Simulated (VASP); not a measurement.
Set up this calculation in VASP 6.6.1, as the native input.

| Quantity | Value |
| --- | --- |
| Task | relaxation of cell and atoms |
| Functional | LDA |
| Potentials or basis | VASP PAW LDA potentials, release 64 (Sr_sv, Ti_sv, O) |
| Cutoff | 600 eV |
| k mesh | 6 × 6 × 6 |
| Occupations | gaussian, width 0.01 eV |
| Spin | no spin polarisation |
| Target pressure | 10 GPa |
| Dipole correction | no |
| Further INCAR settings | ALGO = Normal; EDIFF = 1e-07; IBRION = 2; EDIFFG = -0.002; NSW = 100; ISIF = 3 |

The structure of SrTiO3 lies in POSCAR:

```
SrTiO3
1.0
    3.8542043545      0.0000000000      0.0000000000
    0.0000000000      3.8542043545      0.0000000000
    0.0000000000      0.0000000000      3.8542043545
Sr Ti O
1 1 3
Direct
    0.5000000000      0.5000000000      0.5000000000
    0.0000000000      0.0000000000      0.0000000000
    0.5000000000      0.0000000000      0.0000000000
    0.0000000000      0.5000000000      0.0000000000
    0.0000000000      0.0000000000      0.5000000000
```

These files were run (other wordings do the same):

INCAR

```
ALGO = Normal ; EDIFF = 1E-7
EDIFFG = -0.002 ; ENCUT = 600
GGA = CA ; IBRION = 2
ISIF = 3 ; ISMEAR = 0
LASPH = True ; LCHARG = False
LREAL = False ; LWAVE = False
NELM = 100 ; NSW = 100
PREC = Accurate ; PSTRESS = 100.0
SIGMA = 0.01
```

KPOINTS

```
k-points
0
Gamma
  6 6 6
```

Potentials or basis: VASP PAW LDA potentials, release 64 (Sr_sv, Ti_sv, O).

Run with:

```sh
$ cat potpaw_LDA.64/Sr_sv/POTCAR potpaw_LDA.64/Ti_sv/POTCAR potpaw_LDA.64/O/POTCAR > POTCAR
$ mpirun -np 1 vasp_std > vasp.out
```

It gave:

* Relaxed volume: 10.99 Å³/atom
* Relaxed cell: a = 3.802 Å, b = 3.802 Å, c = 3.802 Å, α = 90.00°, β = 90.00°, γ = 90.00°
* Space group after relaxing (to 0.05 Å): Pm-3m (No. 221)
* Energy change on relaxing (the enthalpy is what falls): +15.1 meV/atom
* Ionic steps: 7
* Pressure after relaxing: 10.0 GPa
* Band gap on the k mesh: 1.88 eV, indirect (least direct gap 2.18 eV)

Caveat: the cell is relaxed towards a set pressure, so the enthalpy falls and the energy may rise.

It took 47 s on 1 thread of Intel(R) Xeon(R) 6975P-C (Granite Rapids) (shared host), peak memory 0.19 GiB.
